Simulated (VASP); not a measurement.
The system is Mg.

```
Mg
1.0
    -1.56861    1.62706    2.27466
     1.56861   -1.62706    2.27466
     1.56861    1.62706   -2.27466
Mg
1
Direct
  0.00000 0.50000 0.50000
```

The cell was generated, and may not be a known phase.

| Item | Value |
| --- | --- |
| Program | VASP 6.6.1 |
| Task | relaxation of cell and atoms |
| Functional | PBE |
| Potentials or basis | VASP PAW PBE potentials, release 64 (Mg) |
| Cutoff | 600 eV |
| k mesh | 24 × 24 × 24 |
| Occupations | gaussian, width 0.1 eV |
| Spin | no spin polarisation |

At the start: pressure -0.2 GPa; volume 23.22 Å³/atom.

**Question.** Where does the relaxation end?

**Answer.** Over 4 steps the energy falls by 2.7 meV/atom and the volume is 23.05 Å³/atom (-0.7 %); space group Immm (No. 71, to 0.1 Å) before, Fm-3m (No. 225, to 0.1 Å).

Step by step:
```csv
step,energy change (eV),largest force (eV/Å),pressure (GPa),volume (Å³)
1,0.0000,0.0000,-0.20,23.22
2,-0.0015,0.0000,-0.08,23.12
3,-0.0026,0.0000,0.17,22.95
4,-0.0027,0.0000,0.01,23.05
```

Final structure:
```
Mg
1.0
    -1.59560    1.59611    2.26289
     1.59560   -1.59611    2.26289
     1.59560    1.59611   -2.26289
Mg
1
Cartesian
  1.5956 0.0000 0.0000
```
